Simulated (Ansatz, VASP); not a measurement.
**Re: VASP beside Ansatz**

The input INCAR:

```
PREC = Accurate ; ENCUT = 520
EDIFF = 1E-7 ; ISMEAR = -1
SIGMA = 0.1 ; LREAL = False
LASPH = True ; NELM = 80
ALGO = Normal ; ISIF = 2
LWAVE = False ; LCHARG = True
GGA = RE ; LELF = True
LVHAR = True ; NBANDS = 14
```

Contents of KPOINTS:

```
regular mesh
0
Gamma
  17 17 8
```

File POSCAR:

```
Re
1.0
   -1.8709958642      1.5373423581      1.3714550962
    1.5373423581     -1.8709958642      1.3714550962
    3.4646815690      3.4646815690     -1.9825421036
Re
2
Direct
    0.9583649146      0.0416350854      0.0000000000
    0.7916350854      0.2083649146      0.5000000000
```

Input for Ansatz:

```yaml
crystal:
  lattice:
    - [-1.8709958642, 1.5373423581, 1.3714550962]
    - [1.5373423581, -1.8709958642, 1.3714550962]
    - [3.464681569, 3.464681569, -1.9825421036]
  atoms:
    - { symbol: Re, position: [0.9583649146, 0.0416350854, 0.0] }
    - { symbol: Re, position: [0.7916350854, 0.2083649146, 0.5] }
hamiltonian:
  xc: revpbe
  pseudopotentials:
    kind: paw
    azcp:
      Re: "pseudopotentials/Re.paw.azcp"
basis:
  ecutwfc: 420
  fft_grid_basis: typed
kpoints:
  mp_grid: { grid: [17, 17, 8], shift: [0, 0, 0] }
magnetization:
  spin_polarized: false
scf:
  occupations: { method: fermi_dirac, width: 0.1 }
  lower_state_search: "off"
output:
  stress: true
```

Alike in both runs: task single point; functional revPBE; k mesh 17 × 17 × 8; occupations fermi-dirac, width 0.1 eV; no spin polarisation.

|  | VASP | Ansatz |
| --- | --- | --- |
| version | VASP 6.6.1 | Ansatz 0.2.0 |
| potentials or method | VASP PAW PBE potentials, release 64 (Re), cutoff 520 eV | plane waves (420 eV) with PAW, scalar-relativistic |
| valence electrons in the cell | 14 | 30 |

```tsv
	VASP	Ansatz	Ansatz less VASP
pressure (GPa)	-0.6	0.1	+0.67
traceless stress, the component that is largest in VASP (GPa)	-0.09	0.01	+0.100
```

VASP's potentials were made for PBE, not for revPBE. VASP's potentials hold 14 valence electrons a cell and Ansatz's 30, so a difference there can come from the potentials and not from the codes.

Neither program's run includes spin-orbit coupling.
